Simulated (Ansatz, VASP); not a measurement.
**Two plane-wave programs on SrTiO3**

Contents of INCAR:

```
ALGO = Normal
EDIFF = 1E-6
ENCUT = 520
GGA = PE
ISIF = 2
ISMEAR = 0
LASPH = True
LCHARG = True
LELF = True
LREAL = False
LVHAR = True
LWAVE = False
NBANDS = 28
NELM = 100
PREC = Accurate
SIGMA = 0.02
```

The input KPOINTS:

```
k-points
0
Gamma
  8 8 8
```

Contents of POSCAR:

```
SrTiO3
1.0
    4.0635575764      0.0000000000      0.0000000000
    0.0000000000      4.0635575764      0.0000000000
    0.0000000000      0.0000000000      4.0635575764
Sr Ti O
1 1 3
Direct
    0.0000000000      0.0000000000      0.0000000000
    0.5000000000      0.5000000000      0.5000000000
    0.0000000000      0.5000000000      0.5000000000
    0.5000000000      0.0000000000      0.5000000000
    0.5000000000      0.5000000000      0.0000000000
```

Input for Ansatz:

```yaml
crystal:
  lattice:
    - [4.0635575764, 0.0, 0.0]
    - [0.0, 4.0635575764, 0.0]
    - [0.0, 0.0, 4.0635575764]
  atoms:
    - { symbol: Sr, position: [0.0, 0.0, 0.0] }
    - { symbol: Ti, position: [0.5, 0.5, 0.5] }
    - { symbol: O, position: [0.0, 0.5, 0.5] }
    - { symbol: O, position: [0.5, 0.0, 0.5] }
    - { symbol: O, position: [0.5, 0.5, 0.0] }
basis:
  ecutwfc: 420
kpoints:
  mp_grid: { grid: [8, 8, 8] }
hamiltonian:
  xc: pbe
scf:
  occupations: { method: gaussian, width: 0.02 }
output:
  forces: true
  stress: true
  eigenvalues: true
```

Alike in both runs: task single point; functional PBE; k mesh 8 × 8 × 8; occupations gaussian, width 0.02 eV; no spin polarisation.

```csv
,VASP,Ansatz
version,VASP 6.6.1,Ansatz 0.2.0
potentials or method,"VASP PAW PBE potentials, release 64 (Sr_sv, Ti_sv, O), cutoff 520 eV","scalar-relativistic, plane waves, PAW"
valence electrons in the cell,40,40
```

|  | VASP | Ansatz | Ansatz less VASP |
| --- | --- | --- | --- |
| gap on the k mesh at the Fermi level (eV) | 1.63 | 1.65 | +0.025 |
| least direct gap on the mesh (eV) | 2.03 | 2.05 | +0.019 |
| pressure (GPa) | -12.7 | -13.2 | -0.46 |
